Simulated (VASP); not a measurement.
# BeCd3Te4 in VASP: further runs

BeCd3Te4 is run at these levels: PBE; tasks: single point.

All numbers are computed with VASP 6.6.1; they aren't measurements. Logs are shortened: lines on timing, memory, paths and dates and some standing lists are left out, and cuts for length are marked.

## 1. The cell of the first run

The typed cell holds 16 atoms: a = 7.384 Å, b = 7.761 Å, c = 9.004 Å, α = 90.03°, β = 90.01°, γ = 90.01°.

## 2. Single point, PBE

INCAR reads:

```
SYSTEM = BeCd3Te4
PREC     = Accurate       ! precision mode
ENCUT    = 600            ! plane-wave cutoff, eV
EDIFF    = 1E-6           ! SCF threshold, eV
ISMEAR   = 0              ! smearing method
SIGMA    = 0.1            ! smearing width, eV
LREAL    = .FALSE.        ! projectors in reciprocal space
LASPH    = .TRUE.         ! aspherical terms in the spheres
NELM     = 120            ! most SCF steps
ALGO     = Normal         ! electronic algorithm
ISIF     = 2              ! what is computed and relaxed
LWAVE    = .FALSE.        ! write WAVECAR
LCHARG   = .FALSE.        ! write CHGCAR
GGA      = PE             ! functional
NBANDS   = 76             ! bands
GGA_COMPAT= .FALSE.
```

KPOINTS reads:

```
regular mesh
0
G
  2 2 2
  0 0 0
```

POSCAR reads:

```
BeCd3Te4
1.0
    0.0000390158      0.0005727313     -7.3844741786
    0.0023518242     -7.7614445488      0.0005668282
   -9.0041480109      0.0024690939      0.0010984847
Be Cd Te
2 6 8
Direct
    0.5044338967      0.8279865461      0.4999178057
    0.0041739084      0.1718936306      0.0001809718
    0.9980776966      0.6713247971      0.2475472724
    0.9978495673      0.6713476469      0.7515188665
    0.5011482360      0.8477817174     -0.0000956417
    0.4982505125      0.3284777174      0.7480365087
    0.4977799215      0.3288068210      0.2523821049
    0.0014917918      0.1523370438      0.5004697967
    0.1142585940      0.8724514610     -0.0003363692
    0.1695403052      0.8216887742      0.4997100687
    0.6122136955      0.6800560731      0.7277670475
    0.6123423686      0.6801678269      0.2719141371
    0.6144647892      0.1274765169      0.5000129360
    0.6693463302      0.1783359628      0.0002520534
    0.1121621776      0.3198551226      0.2281950902
    0.1124662090      0.3200123424      0.7725273513
```

Potentials or basis: VASP PAW PBE potentials, release 64 (Be, Cd, Te).

Launch:

```
$ cat potpaw_PBE.64/Be/POTCAR potpaw_PBE.64/Cd/POTCAR potpaw_PBE.64/Te/POTCAR > POTCAR
$ mpirun -np 1 vasp_std > vasp.out
```

OUTCAR:

```text
SYSTEM = BeCd3Te4
   PREC = Accurate
   ENCUT = 600
   EDIFF = 1E-6
   ISMEAR = 0
   LREAL = .FALSE.
   LASPH = .TRUE.
   NELM = 120
   ISIF = 2
   GGA = PE

 ion  position               nearest neighbor table
   1  0.504  0.828  0.500-  13 2.46  10 2.47  11 2.48  12 2.48
   2  0.004  0.172  0.000-   9 2.46  14 2.47  16 2.48  15 2.48
   3  0.998  0.671  0.248-  10 2.85   9 2.86  12 2.86  15 2.86
   4  0.998  0.671  0.752-  10 2.85  11 2.86   9 2.86  16 2.86
   5  0.501  0.848  1.000-  14 2.85   9 2.86  11 2.89  12 2.89
   6  0.498  0.328  0.748-  14 2.85  13 2.86  16 2.86  11 2.86
[... 8 lines left out ...]
  15  0.112  0.320  0.228-   2 2.48   7 2.86   3 2.86   8 2.89
  16  0.112  0.320  0.773-   2 2.48   6 2.86   4 2.86   8 2.89

  LATTYP: Found a triclinic cell.
 ALAT       =    18.9609217751
 B/A-ratio  =     0.3894575532
 C/A-ratio  =     1.0344314721
 COS(alpha) =     0.0000572531
 COS(beta)  =     0.5983593877
 COS(gamma) =     0.7789138977

  Lattice vectors:

 A1 = (   9.0065778667,  -7.7627681801, -14.7694800137)
 A2 = (   0.0000390158,   0.0005727313,  -7.3844741786)
 A3 = (  18.0106478460,  -7.7663827366,  -0.0016301412)

Analysis of symmetry for initial positions (statically):
=====================================================================
 Subroutine PRICEL returns:
 Original cell was already a primitive cell.

 Routine SETGRP: Setting up the symmetry group for a
 triclinic supercell.

 Subroutine GETGRP returns: Found  1 space group operations
 (whereof  1 operations were pure point group operations)
 out of a pool of  2 trial point group operations.

The static configuration has the point symmetry C_1 .

Analysis of symmetry for dynamics (positions and initial velocities):
=====================================================================
 Subroutine PRICEL returns:
 Original cell was already a primitive cell.

 Routine SETGRP: Setting up the symmetry group for a
 triclinic supercell.

 Subroutine GETGRP returns: Found  1 space group operations
 (whereof  1 operations were pure point group operations)
 out of a pool of  2 trial point group operations.

The dynamic configuration has the point symmetry C_1 .

 Subroutine INISYM returns: Found  1 space group operations
 (whereof  1 operations are pure point group operations),
 and found     1 'primitive' translations

[... 106 lines left out ...]
   LREAL  =      F    real-space projection
   EDIFFG = 0.1E-04   stopping-criterion for IOM
   NSW    =      0    number of steps for IOM
   IBRION =     -1    ionic relax: 0-MD 1-quasi-New 2-CG
   NFREE  =      0    steps in history (QN), initial steepest desc. (CG)
   ISIF   =      2    stress and relaxation
   ISYM   =      2    0-nonsym 1-usesym 2-fastsym
   POTIM  = 0.5000    time-step for ionic-motion
   TEBEG  =    0.0;   TEEND  =   0.0 temperature during run
   PSTRESS=    0.0 pullay stress
   NELECT =     124.0000    total number of electrons
   NUPDOWN=      -1.0000    fix difference up-down
   EMIN   =  10.00;   EMAX   =-10.00  energy-range for DOS
   EFERMI =   0.00;   METHOD = LEGACY
   ISMEAR =     0;   SIGMA  =   0.10  broadening in eV -4-tet -1-fermi 0-gaus
   EFERMI_NEDOS =   21; number of points for ismear=-14 and -15
   IALGO  =     38    algorithm
   IMIX   =      4    mixing-type and parameters
     AMIX     =   0.40;   BMIX     =  1.00
     AMIX_MAG =   1.60;   BMIX_MAG =  1.00
  volume/ion in A,a.u.               =      32.25       217.66
  Fermi-wavevector in a.u.,A,eV,Ry     =   1.017764  1.923295 14.093512  1.035844
  Thomas-Fermi vector in A             =   2.151184
   LORBIT       =      0    0 simple, 1 ext, 2 COOP (PROOUT), +10 PAW based schemes
   GGA     = PE    functional components
   LHFCALC =     F    Hartree Fock is set to
   AEXX    =    0.0000 exact exchange contribution
   IVDW    =     0    specifies the selected vdW correction
   LEPSILON=     F    determine dielectric tensor
   LRPA    =     F    only Hartree local field effects (RPA)
 non-spin polarized calculation
 Gauss-broadening in eV      SIGMA  =   0.10
  energy-cutoff  :      600.00
  volume of cell :      516.07
 maximum number of plane-waves:     17256
 NGX is ok and might be reduce to    60
   NGX = 29   NGY = 31   NGZ = 35

 number of electron     124.0000007 magnetization

 Free energy of the ion-electron system (eV)
  ---------------------------------------------------
  ext. energy  EPLUGINS =         0.00000000
  ---------------------------------------------------
  free energy    TOTEN  =       -43.66440293 eV

  energy without entropy =      -43.66440293  energy(sigma->0) =      -43.66440293

 E-fermi :   3.0194     XC(G=0):  -8.5353

 val. band max:        2.5395468291   @ k =   0.0000   0.0000   0.0000
 cond. band min:       3.6310978087   @ k =   0.0000   0.0000   0.0000
 fundamental gap:      1.0915509796
 Fermi energy:         3.0193611857

 k-point     1 :       0.0000    0.0000    0.0000
  band No.  band energies     occupation
      1      -8.6737      2.00000
      2      -8.3209      2.00000
      3      -8.0338      2.00000
      4      -8.0277      2.00000
      5      -7.9950      2.00000
      6      -7.9125      2.00000
[... 605 lines left out ...]
     73       6.6406      0.00000
     74       6.6440      0.00000
 [bands above 74 left out]

------------------------ aborting loop because EDIFF is reached ----------------------------------------

  FORCE on cell =-STRESS in cart. coord.  units (eV):
  Direction    XX          YY          ZZ          XY          YZ          ZX
  --------------------------------------------------------------------------------------
  -------------------------------------------------------------------------------------
  Total        0.2412096      0.2125434      0.2716705      0.0261890      0.0062396      0.0087217
  in kB        0.7488596      0.6598624      0.8434287      0.0813064      0.0193716      0.0270774
  external PRESSURE =       0.7507169 kB  Pullay stress =       0.0000000 kB

 VOLUME and BASIS-vectors are now :
 -----------------------------------------------------------------------------
  energy-cutoff  :      600.00
  volume of cell :      516.07
      direct lattice vectors                 reciprocal lattice vectors
     0.000039016  0.000572731 -7.384474179    -0.000016524 -0.000009895 -0.135419257
     0.002351824 -7.761444549  0.000566828    -0.000035332 -0.128842006 -0.000009993
    -9.004148011  0.002469094  0.001098485    -0.111059934 -0.000033653 -0.000000589

 POSITION                                       TOTAL-FORCE (eV/Angst)
 -----------------------------------------------------------------------------------
     -4.49937     -6.42485     -3.72396         0.001127     -0.000784      0.002378
     -0.00123     -1.33414     -0.03072        -0.001211     -0.000389     -0.001273
     -2.22733     -5.20927     -7.36963        -0.000648      0.002949      0.001554
     -6.76517     -5.20820     -7.36739        -0.002546      0.005705     -0.002058
     -9.00127     -6.57725     -3.69914        -0.000048      0.002540      0.001217
     -6.73464     -2.54733     -3.67831        -0.001733     -0.005634      0.002612
[... 8 lines left out ...]
     -2.05395     -2.48191     -0.82783         0.003540      0.006599      0.001444
     -6.95519     -2.48179     -0.82947         0.000884      0.003115      0.002189
 -----------------------------------------------------------------------------------
    total drift:                                0.000112      0.000066      0.003846

  FREE ENERGIE OF THE ION-ELECTRON SYSTEM (eV)
  ---------------------------------------------------
  free  energy   TOTEN  =       -43.6644029258 eV

  energy  without entropy=      -43.6644029258  energy(sigma->0) =      -43.66440293
```

OSZICAR:

```text
N       E                     dE             d eps       ncg     rms          rms(c)
DAV:   1     0.817031973143E+03    0.81703E+03   -0.57522E+04  1216   0.157E+03
DAV:   2     0.110072290285E+02   -0.80602E+03   -0.78237E+03  1376   0.331E+02
DAV:   3    -0.446517950640E+02   -0.55659E+02   -0.55224E+02  1408   0.857E+01
DAV:   4    -0.458195271897E+02   -0.11677E+01   -0.11650E+01  1496   0.114E+01
DAV:   5    -0.458386256856E+02   -0.19098E-01   -0.19094E-01  1432   0.154E+00    0.132E+01
DAV:   6    -0.437644188537E+02    0.20742E+01   -0.45406E+00  1340   0.114E+01    0.106E+01
DAV:   7    -0.436543366882E+02    0.11008E+00   -0.17403E+00  1424   0.373E+00    0.480E+00
DAV:   8    -0.436602132979E+02   -0.58766E-02   -0.15471E-01  1356   0.216E+00    0.134E+00
DAV:   9    -0.436644971585E+02   -0.42839E-02   -0.20901E-02  1360   0.833E-01    0.393E-01
DAV:  10    -0.436639766623E+02    0.52050E-03   -0.32945E-03  1356   0.334E-01    0.232E-01
DAV:  11    -0.436645367746E+02   -0.56011E-03   -0.39478E-03  1392   0.238E-01    0.122E-01
DAV:  12    -0.436643997049E+02    0.13707E-03   -0.54374E-04  1336   0.110E-01    0.818E-02
DAV:  13    -0.436644055410E+02   -0.58361E-05   -0.29183E-05  1220   0.172E-02    0.361E-02
DAV:  14    -0.436644030691E+02    0.24719E-05   -0.40713E-05  1300   0.253E-02    0.111E-02
DAV:  15    -0.436644029258E+02    0.14323E-06   -0.79846E-06  1248   0.831E-03
   1 F= -.43664403E+02 E0= -.43664403E+02  d E =-.724179E-12
```

It took 16 min on 1 thread of Intel Xeon 8259CL, shared host; peak memory 0.75 GiB.

Results:

```
Free energy            : -43.6644 eV
Pressure               : 0.1 GPa
Largest force          : 0.009 eV/Å
Band gap on the k mesh : 1.09 eV
```

Forces on the atoms (eV/Å):
```
Be   0.001 -0.001  0.002
Be  -0.001  0.000 -0.001
Cd  -0.001  0.003  0.002
Cd  -0.003  0.006 -0.002
Cd   0.000  0.003  0.001
Cd  -0.002 -0.006  0.003
Cd   0.004 -0.003 -0.002
Cd   0.002 -0.002  0.003
Te  -0.003 -0.006  0.004
Te  -0.001 -0.001 -0.008
Te   0.003 -0.003  0.001
Te  -0.004 -0.004  0.001
Te  -0.001  0.006  0.001
Te   0.001 -0.001 -0.009
Te   0.004  0.007  0.001
Te   0.001  0.003  0.002
```

Caveat: the k points lie up to 0.43 Å⁻¹ apart; spin-orbit coupling is left out, which moves the levels of the heavy elements.

## 3. Single point, PBE

This run uses another cell than the first one, of 32.80 Å³/atom.

INCAR reads:

```
SYSTEM = BeCd3Te4
PREC = Accurate
ENCUT = 600
EDIFF = 1E-6
ISMEAR = 0
SIGMA = 0.2
LREAL = .FALSE.
LASPH = .TRUE.
NELM = 120
ALGO = Normal
ISIF = 2
LWAVE = .FALSE.
LCHARG = .FALSE.
GGA = PE
NBANDS = 76
GGA_COMPAT = .FALSE.
```

KPOINTS reads:

```
regular mesh
0
G
  2 2 3
  0 0 0
```

POSCAR reads:

```
BeCd3Te4
1.0
    9.0716882797      0.0000000000      0.0000000000
    0.0000000000      7.7911068571      0.0000000000
    0.0000000000      0.0000000000      7.4247686713
Be Cd Te
2 6 8
Direct
    0.5000000000      0.1739771153      0.4979167801
    0.0000000000      0.8260228847     -0.0020832199
    0.7527143515      0.3295107845      0.0008807660
    0.2472856485      0.3295107845      0.0008807660
    0.0000000000      0.1525108387      0.4992721713
    0.2527143515      0.6704892155      0.5008807660
    0.7472856485      0.6704892155      0.5008807660
    0.5000000000      0.8474891613     -0.0007278287
    0.0000000000      0.1265399214      0.8856490527
    0.5000000000      0.1796154988      0.8323811089
    0.2725751222      0.3194976248      0.3865096775
    0.7274248778      0.3194976248      0.3865096775
    0.5000000000      0.8734600786      0.3856490527
    0.0000000000      0.8203845012      0.3323811089
    0.7725751222      0.6805023752      0.8865096775
    0.2274248778      0.6805023752      0.8865096775
```

Potentials or basis: VASP PAW PBE potentials, release 64 (Be, Cd, Te).

Launch:

```
$ cat potpaw_PBE.64/Be/POTCAR potpaw_PBE.64/Cd/POTCAR potpaw_PBE.64/Te/POTCAR > POTCAR
$ mpirun -np 1 vasp_std > vasp.out
```

It took 18 min on 1 thread of Intel Xeon 8259CL, shared host; peak memory 0.75 GiB.

Results (log left out):

* Free energy: -43.6634 eV
* Pressure: -0.5 GPa
* Largest force: 0.066 eV/Å
* Band gap on the k mesh: 1.04 eV

Forces on the atoms (eV/Å):
```
Be   0.000 -0.048 -0.045
Be   0.000  0.048 -0.045
Cd   0.005 -0.015 -0.004
Cd  -0.005 -0.015 -0.004
Cd   0.000 -0.006 -0.018
Cd   0.005  0.015 -0.004
Cd  -0.005  0.015 -0.004
Cd   0.000  0.006 -0.018
Te   0.000 -0.014  0.040
Te   0.000 -0.030 -0.036
Te   0.003 -0.025  0.034
Te  -0.003 -0.025  0.034
Te   0.000  0.014  0.040
Te   0.000  0.030 -0.036
Te   0.003  0.025  0.034
Te  -0.003  0.025  0.034
```

Stress tensor (GPa, compression positive):
```
-0.62  0.00  0.00
 0.00 -0.49  0.00
 0.00  0.00 -0.52
```

Levels at points of the mesh, in eV from the valence-band top:
| k point | band 60 | band 61 | band 62 | band 63 | band 64 | band 65 |
| --- | --- | --- | --- | --- | --- | --- |
| (0.00, 0.00, 0.00) | -0.12 | -0.02 | 0.00 | 1.04 | 1.59 | 2.21 |
| (0.50, 0.00, 0.00) | -0.49 | -0.43 | -0.43 | 2.43 | 2.43 | 2.91 |
| (0.00, 0.50, 0.00) | -0.57 | -0.38 | -0.37 | 2.05 | 2.25 | 2.28 |
| (0.50, 0.50, 0.00) | -0.78 | -0.72 | -0.72 | 2.49 | 2.49 | 2.90 |

Caveat: spin-orbit coupling is left out, which moves the levels of the heavy elements.
